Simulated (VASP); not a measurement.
## Ce: single point with PBE

Ce:

```xyz
1
Lattice="-1.9433 1.9433 1.9239 1.9433 -1.9433 1.9239 1.9433 1.9433 -1.9239" Properties=species:S:1:pos:R:3 pbc="T T T"
Ce    0.0000    0.0000    0.0000
```

This cell differs from its parent crystal: cell strained by -1.0% along z.

* Program: VASP 6.6.1
* Task: single point
* Functional: PBE
* Potentials or basis: VASP PAW PBE potentials, release 64 (Ce)
* Cutoff: 580 eV
* k mesh: 19 × 19 × 19
* Occupations: gaussian, width 0.04 eV
* Spin: collinear spin, ferromagnetic start
* Starting moments: [1.0] μB

```yaml
Pressure: -1.8 GPa
Band_gap_on_the_k_mesh: zero (filled and empty bands overlap)
Net_moment: 0.00 μB per cell
Valence_electrons_inside_the_program's_atomic_spheres: Ce 9.81
```

Stress tensor (GPa, compression positive):
```
-1.45  0.00  0.00
 0.00 -1.45  0.00
 0.00  0.00 -2.62
```

Levels at points of the mesh, in eV from the Fermi level:
Spin up:
```csv
k point,band 2,band 3,band 4,band 5,band 6,band 7,band 8,band 9,band 10,band 11
"(0.00, 0.00, 0.00)",-16.16,-16.16,-16.16,-2.98,0.09,0.09,0.10,0.83,0.83,0.86
```
Spin down:
```
           k point  band 4  band 5  band 6  band 7  band 8  band 9
(0.00, 0.00, 0.00)  -16.16   -2.98    0.09    0.09    0.10    0.83
```

Run time: 110 s on 4 MPI ranks on Intel(R) Xeon(R) 6975P-C (Granite Rapids) (shared host), peak memory 0.67 GiB a rank.

Caveat: the cell differs from its parent crystal (cell strained by -1.0% along z); the magnetic or orbital state may not be the lowest; spin-orbit coupling is left out, which moves the levels of the heavy elements; semilocal functionals describe open f shells poorly, which spoils levels, moments and volumes. The state reached can hang on the start; a lower one may exist.
